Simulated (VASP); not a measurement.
Wanted: the native input for a VASP 6.6.1 run.

| Item | Value |
| --- | --- |
| Task | single point |
| Functional | PBEsol |
| Potentials or basis | VASP PAW PBE potentials, release 64 (Ti_sv) |
| Cutoff | 520 eV |
| k mesh | 18 × 18 × 6 |
| Occupations | gaussian, width 0.15 eV |
| Spin | no spin polarisation |
| Dipole correction | no |
| Further INCAR settings | ALGO = Fast; EDIFF = 1e-06; NBANDS = 32 |

The structure of Ti lies in POSCAR:

```
Ti
1.0
    2.9001878206      0.0000000000      0.0000000000
   -1.4500939103      2.5116363284      0.0000000000
    0.0000000000      0.0000000000      9.1816218367
Ti
4
Direct
    0.2605794246      0.6666666667      0.1250000000
    0.4060872421      0.6666666667      0.6250000000
    0.6230143214      0.3333333333      0.3750000000
    0.7103190119      0.3333333333      0.8750000000
```

This cell differs from its parent crystal: atoms displaced along several vibrational modes.

These files were run (other wordings do the same):

INCAR

```
  PREC = Accurate
  ENCUT = 520
  EDIFF = 1E-6
  ISMEAR = 0
  SIGMA = 0.15
  LREAL = F
  LASPH = T
  NELM = 100
  ALGO = Fast
  ISIF = 2
  LWAVE = F
  LCHARG = F
  GGA = PS
  NBANDS = 32
```

KPOINTS

```
regular mesh
0
Gamma
  18 18 6
```

Potentials or basis: VASP PAW PBE potentials, release 64 (Ti_sv).

The run is started by

```bash
$ cat potpaw_PBE.64/Ti_sv/POTCAR > POTCAR
$ mpirun -np 1 vasp_std > vasp.out
```

Results of the run:

```yaml
Pressure: -0.6 GPa
Largest_force: 0.312 eV/Å
Band_gap_on_the_k_mesh: zero (bands 24 and 25 overlap by 1.10 eV)
```

Caveat: the cell differs from its parent crystal (atoms displaced along several vibrational modes); the PAW data sets were made with another functional, which shifts forces and pressure a little.

Run time: 35 min on 1 thread of AMD EPYC 9R45 96-Core Processor (Zen 5), on a shared host, peak memory 0.79 GiB.
